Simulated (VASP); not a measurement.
# Os3RuC3 (Pm-3m) in VASP: relaxation of cell and atoms with PBE

Aim: the relaxation of cell and atoms of Os3RuC3 with PBE.

Program: VASP 6.6.1. These are calculated values, not measurements. Logs are shortened: lines on timing, memory, paths and dates and some standing lists are left out, and cuts for length are marked.

## 1. The cell of the first run

Symmetry: Pm-3m, No. 221, cubic system. The conventional cell has a = 4.249 Å, b = 4.249 Å, c = 4.249 Å, α = 90.00°, β = 90.00°, γ = 90.00°. Ru (site symmetry m-3m) has 6 C at 2.12 Å within 2.8 Å. Os (site symmetry 4/mmm) has 4 C at 2.12 Å within 2.8 Å. C (site symmetry 4/mmm) has 2 Ru at 2.12 Å and 4 Os at 2.12 Å within 2.8 Å.

## 2. Relaxation of cell and atoms, PBE, collinear spin, ferromagnetic start

INCAR

```
SYSTEM = Os3RuC3
  PREC = Accurate
  ENCUT = 600
  EDIFF = 1E-7
  ISMEAR = 0
  SIGMA = 0.1
  LREAL = .False.
  LASPH = .True.
  NELM = 200
  ALGO = Normal
  ISIF = 3
  LWAVE = .False.
  LCHARG = .False.
  ISPIN = 2
  MAGMOM = 0.55 0.16 0.16 0.16 0 0 0
  LORBIT = 11
  LMAXMIX = 4
  GGA = PE
  IBRION = 2
  NSW = 100
  EDIFFG = -0.01
  GGA_COMPAT = .False.
  NELMIN = 4
  KPAR = 4
```

KPOINTS

```
regular mesh
0
Gamma
  10 10 10
  0 0 0
```

POSCAR

```
Os3RuC3
1.0
    4.2494245494      0.0000000000      0.0000000000
    0.0000000000      4.2494245494      0.0000000000
    0.0000000000      0.0000000000      4.2494245494
Ru Os C
1 3 3
Direct
    0.5000000000      0.5000000000      0.5000000000
    0.0000000000      0.5000000000      0.0000000000
    0.0000000000      0.0000000000      0.5000000000
    0.5000000000      0.0000000000      0.0000000000
    0.5000000000      0.0000000000      0.5000000000
    0.5000000000      0.5000000000      0.0000000000
    0.0000000000      0.5000000000      0.5000000000
```

Potentials or basis: VASP PAW PBE potentials, release 64 (Ru_pv, Os, C).

Run with:

```sh
> cat potpaw_PBE.64/Ru_pv/POTCAR potpaw_PBE.64/Os/POTCAR potpaw_PBE.64/C/POTCAR > POTCAR
> mpirun -np 4 vasp_std > vasp.out
```

OUTCAR:

```text
SYSTEM = Os3RuC3
   PREC = Accurate
   ENCUT = 600
   EDIFF = 1E-7
   ISMEAR = 0
   LREAL = .False.
   LASPH = .True.
   NELM = 200
   ISIF = 3
   ISPIN = 2
   LORBIT = 11
   GGA = PE
   IBRION = 2
   NSW = 100
   EDIFFG = -0.01
   NELMIN = 4

 ion  position               nearest neighbor table
   1  0.500  0.500  0.500-   5 2.12   6 2.12   7 2.12   6 2.12   5 2.12   7 2.12   2 3.00   4 3.00
                             2 3.00   3 3.00   4 3.00   3 3.00   4 3.00   2 3.00   3 3.00   4 3.00
   2  0.000  0.500  0.000-   6 2.12   7 2.12   7 2.12   6 2.12   3 3.00   1 3.00   3 3.00   4 3.00
                             3 3.00   4 3.00   3 3.00   1 3.00   4 3.00   1 3.00   1 3.00   4 3.00
   3  0.000  0.000  0.500-   5 2.12   7 2.12   7 2.12   5 2.12   2 3.00   2 3.00   4 3.00   1 3.00
                             2 3.00   4 3.00   2 3.00   1 3.00   4 3.00   1 3.00   4 3.00   1 3.00
   4  0.500  0.000  0.000-   5 2.12   6 2.12   5 2.12   6 2.12   2 3.00   1 3.00   3 3.00   3 3.00
                             1 3.00   2 3.00   1 3.00   1 3.00   2 3.00   3 3.00   3 3.00   2 3.00
   5  0.500  0.000  0.500-   1 2.12   3 2.12   4 2.12   4 2.12   1 2.12   3 2.12
   6  0.500  0.500  0.000-   1 2.12   2 2.12   4 2.12   1 2.12   4 2.12   2 2.12
   7  0.000  0.500  0.500-   1 2.12   2 2.12   3 2.12   2 2.12   3 2.12   1 2.12

  LATTYP: Found a simple cubic cell.
 ALAT       =     4.2494245494

  Lattice vectors:

 A1 = (   4.2494245494,   0.0000000000,   0.0000000000)
 A2 = (   0.0000000000,   4.2494245494,   0.0000000000)
 A3 = (   0.0000000000,   0.0000000000,   4.2494245494)

Analysis of symmetry for initial positions (statically):
=====================================================================
 Subroutine PRICEL returns:
 Original cell was already a primitive cell.

 Routine SETGRP: Setting up the symmetry group for a
 simple cubic supercell.

 Subroutine GETGRP returns: Found 48 space group operations
 (whereof 48 operations were pure point group operations)
 out of a pool of 48 trial point group operations.

The static configuration has the point symmetry O_h .

Analysis of symmetry for dynamics (positions and initial velocities):
=====================================================================
 Subroutine PRICEL returns:
 Original cell was already a primitive cell.

 Routine SETGRP: Setting up the symmetry group for a
 simple cubic supercell.

 Subroutine GETGRP returns: Found 48 space group operations
 (whereof 48 operations were pure point group operations)
 out of a pool of 48 trial point group operations.

The dynamic configuration has the point symmetry O_h .

Analysis of structural, dynamic, and magnetic symmetry:
=====================================================================
 Subroutine PRICEL returns:
 Original cell was already a primitive cell.

 Routine SETGRP: Setting up the symmetry group for a
 simple cubic supercell.

[... 143 lines left out ...]
   LEPSILON=     F    determine dielectric tensor
   LRPA    =     F    only Hartree local field effects (RPA)
 conjugate gradient relaxation of ions
 spin polarized calculation
 Gauss-broadening in eV      SIGMA  =   0.10
  energy-cutoff  :      600.00
  volume of cell :       76.73
 maximum number of plane-waves:      2582
 NGX is ok and might be reduce to    36
   NGX = 17   NGY = 17   NGZ = 17

--------------------------------------- Ionic step        1  -------------------------------------------

 number of electron      49.9999998 magnetization       0.0001669

 Free energy of the ion-electron system (eV)
  ---------------------------------------------------
  ext. energy  EPLUGINS =         0.00000000
  ---------------------------------------------------
  free energy    TOTEN  =       -63.24517081 eV

  energy without entropy =      -63.19528349  energy(sigma->0) =      -63.22022715

------------------------ aborting loop because EDIFF is reached ----------------------------------------

  FORCE on cell =-STRESS in cart. coord.  units (eV):
  Direction    XX          YY          ZZ          XY          YZ          ZX
  --------------------------------------------------------------------------------------
  -------------------------------------------------------------------------------------
  Total        0.6257826      0.6257826      0.6257826     -0.0000000      0.0000000     -0.0000000
  in kB       13.0660314     13.0660314     13.0660314     -0.0000000      0.0000000     -0.0000000
  external PRESSURE =      13.0660314 kB  Pullay stress =       0.0000000 kB
[... 69 lines left out ...]
--------------------------------------- Ionic step        3  -------------------------------------------

 number of electron      49.9999999 magnetization       0.0001492

 Free energy of the ion-electron system (eV)
  ---------------------------------------------------
  ext. energy  EPLUGINS =         0.00000000
  ---------------------------------------------------
  free energy    TOTEN  =       -63.24631484 eV

  energy without entropy =      -63.19613582  energy(sigma->0) =      -63.22122533

 E-fermi :   9.6667     XC(G=0): -13.5473

 val. band max:        9.6639126780   @ k =   0.3000   0.2000   0.2000
 cond. band min:       9.6687954641   @ k =   0.4000   0.2000   0.2000
 fundamental gap:      0.0048827861
 Fermi energy:         9.6666803302

 spin component 1

 k-point     1 :       0.0000    0.0000    0.0000
  band No.  band energies     occupation
      1     -33.5516      1.00000
      2     -33.5516      1.00000
      3     -33.5516      1.00000
      4      -5.5279      1.00000
      5      -3.7474      1.00000
      6      -3.7474      1.00000
[... 805 lines left out ...]
     30      11.1432      0.00000
     31      11.4728      0.00000

 [... further k-points ...]

 spin component 2

 k-point     1 :       0.0000    0.0000    0.0000
  band No.  band energies     occupation
      1     -33.5516      1.00000
      2     -33.5516      1.00000
      3     -33.5516      1.00000
      4      -5.5279      1.00000
      5      -3.7474      1.00000
      6      -3.7474      1.00000
[... 841 lines left out ...]
  FREE ENERGIE OF THE ION-ELECTRON SYSTEM (eV)
  ---------------------------------------------------
  free  energy   TOTEN  =       -63.2463148355 eV

  energy  without entropy=      -63.1961358243  energy(sigma->0) =      -63.22122533

 reached required accuracy - stopping structural energy minimisation

 total charge

# of ion       s       p       d       tot
------------------------------------------
    1        0.295   6.323   6.175  12.794
    2        0.539   0.691   6.062   7.292
    3        0.539   0.691   6.062   7.292
    4        0.539   0.691   6.062   7.292
    5        0.863   1.518   0.000   2.381
    6        0.863   1.518   0.000   2.381
    7        0.863   1.518   0.000   2.381
--------------------------------------------------
tot          4.500  12.951  24.363  41.813

 magnetization (x)

# of ion       s       p       d       tot
------------------------------------------
    1       -0.000  -0.000   0.000   0.000
    2       -0.000  -0.000   0.000   0.000
    3       -0.000  -0.000   0.000   0.000
    4       -0.000  -0.000   0.000   0.000
    5        0.000   0.000   0.000   0.000
    6        0.000   0.000   0.000   0.000
    7        0.000   0.000   0.000   0.000
--------------------------------------------------
tot          0.000   0.000   0.000   0.000
```

OSZICAR:

```text
N       E                     dE             d eps       ncg     rms          rms(c)
DAV:   1     0.488476921524E+03    0.48848E+03   -0.27934E+04  7024   0.178E+03
DAV:   2    -0.242154147442E+02   -0.51269E+03   -0.49645E+03  7063   0.551E+02
[... 43 lines left out ...]
DAV:   9    -0.632463206006E+02   -0.39511E-06   -0.85468E-07  8583   0.621E-03    0.132E-02
DAV:  10    -0.632463178609E+02    0.27397E-05   -0.36075E-06  8523   0.112E-02    0.130E-02
DAV:  11    -0.632463156193E+02    0.22415E-05   -0.62618E-06  9026   0.143E-02    0.111E-02
DAV:  12    -0.632463152993E+02    0.32004E-06   -0.70175E-07  8031   0.480E-03    0.906E-03
DAV:  13    -0.632463148664E+02    0.43290E-06   -0.20773E-06  8802   0.815E-03    0.348E-03
DAV:  14    -0.632463148355E+02    0.30840E-07   -0.88476E-08  3981   0.218E-03
   3 F= -.63246315E+02 E0= -.63221225E+02  d E =-.114402E-02  mag=    -0.0000
```

CONTCAR:

```text
Os3RuC3
   1.00000000000000
     4.2546748294712966   -0.0000000000000000   -0.0000000000000000
    -0.0000000000000000    4.2546748294712966   -0.0000000000000000
     0.0000000000000000    0.0000000000000000    4.2546748294712966
  Ru              Os              C
     1     3     3
Direct
     0.5000000000000000    0.5000000000000000    0.5000000000000000
     0.0000000000000000    0.5000000000000000    0.0000000000000000
     0.0000000000000000    0.0000000000000000    0.5000000000000000
     0.5000000000000000    0.0000000000000000    0.0000000000000000
     0.5000000000000000    0.0000000000000000    0.5000000000000000
     0.5000000000000000    0.5000000000000000    0.0000000000000000
     0.0000000000000000    0.5000000000000000    0.5000000000000000

  0.00000000E+00  0.00000000E+00  0.00000000E+00
  0.00000000E+00  0.00000000E+00  0.00000000E+00
  0.00000000E+00  0.00000000E+00  0.00000000E+00
  0.00000000E+00  0.00000000E+00  0.00000000E+00
  0.00000000E+00  0.00000000E+00  0.00000000E+00
  0.00000000E+00  0.00000000E+00  0.00000000E+00
  0.00000000E+00  0.00000000E+00  0.00000000E+00
```

Wall time 3.2 min (4 MPI ranks of AMD EPYC 9R45 (Zen 5), shared host); peak memory 0.42 GiB.

What came out:

```
Free energy                                           : -63.2463 eV
Relaxed volume                                        : 11.00 Å³/atom
Relaxed cell                                          : a = 4.255 Å, b = 4.255 Å, c = 4.255 Å, α = 90.00°, β = 90.00°, γ = 90.00°
Space group after relaxing (to 0.05 Å)                : Pm-3m (No. 221)
Energy gained by relaxing                             : 0.2 meV/atom
Ionic steps                                           : 3
Pressure after relaxing                               : 0.0 GPa
Band gap on the k mesh                                : zero (filled and empty bands overlap)
Net moment                                            : 0.00 μB per cell
Valence electrons inside the program's atomic spheres : Ru 12.79; Os 7.29; C 2.38
```

The path:
| step | energy change (eV) | largest force (eV/Å) | pressure (GPa) | volume (Å³) |
| --- | --- | --- | --- | --- |
| 1 | 0.0000 | 0.0000 | 1.31 | 76.73 |
| 2 | 0.0059 | 0.0000 | -3.11 | 77.73 |
| 3 | -0.0011 | 0.0000 | 0.00 | 77.02 |

Final structure:
```cif
data_structure
_symmetry_space_group_name_H-M 'P 1'
_symmetry_Int_Tables_number 1
_cell_length_a 4.2547
_cell_length_b 4.2547
_cell_length_c 4.2547
_cell_angle_alpha 90.000
_cell_angle_beta 90.000
_cell_angle_gamma 90.000
_cell_volume 77.02
loop_
_atom_site_label
_atom_site_type_symbol
_atom_site_fract_x
_atom_site_fract_y
_atom_site_fract_z
_atom_site_occupancy
Ru1 Ru 0.50000 0.50000 0.50000 1
Os1 Os 0.00000 0.50000 0.00000 1
Os2 Os 0.00000 0.00000 0.50000 1
Os3 Os 0.50000 0.00000 0.00000 1
C1 C 0.50000 0.00000 0.50000 1
C2 C 0.50000 0.50000 0.00000 1
C3 C 0.00000 0.50000 0.50000 1
```

Levels at points of the mesh, in eV from the Fermi level:
Spin up:
| k point | band 21 | band 22 | band 23 | band 24 | band 25 | band 26 | band 27 | band 28 | band 29 | band 30 |
| --- | --- | --- | --- | --- | --- | --- | --- | --- | --- | --- |
| (0.00, 0.00, 0.00) | -1.91 | -0.99 | -0.99 | -0.99 | -0.60 | -0.11 | -0.11 | 0.45 | 0.45 | 0.45 |
| (0.50, 0.00, 0.00) | -1.64 | -1.50 | -0.78 | 0.29 | 0.29 | 0.42 | 0.42 | 0.45 | 1.04 | 1.67 |
| (0.50, 0.50, 0.00) | -1.30 | -1.30 | -1.15 | -0.01 | 0.07 | 0.94 | 0.94 | 1.82 | 1.82 | 1.96 |
| (0.50, 0.50, 0.50) | -0.31 | -0.25 | -0.25 | -0.25 | 0.03 | 0.03 | 0.03 | 1.94 | 2.63 | 2.63 |
Spin down:
```csv
k point,band 22,band 23,band 24,band 25,band 26,band 27,band 28,band 29
"(0.00, 0.00, 0.00)",-0.99,-0.99,-0.99,-0.60,-0.11,-0.11,0.45,0.45
"(0.50, 0.00, 0.00)",-1.50,-0.78,0.29,0.29,0.42,0.42,0.45,1.04
"(0.50, 0.50, 0.00)",-1.30,-1.15,-0.01,0.07,0.94,0.94,1.82,1.82
"(0.50, 0.50, 0.50)",-0.25,-0.25,-0.25,0.03,0.03,0.03,1.94,2.63
```

Caveat: spin-orbit coupling is left out, which moves the levels of the heavy elements.
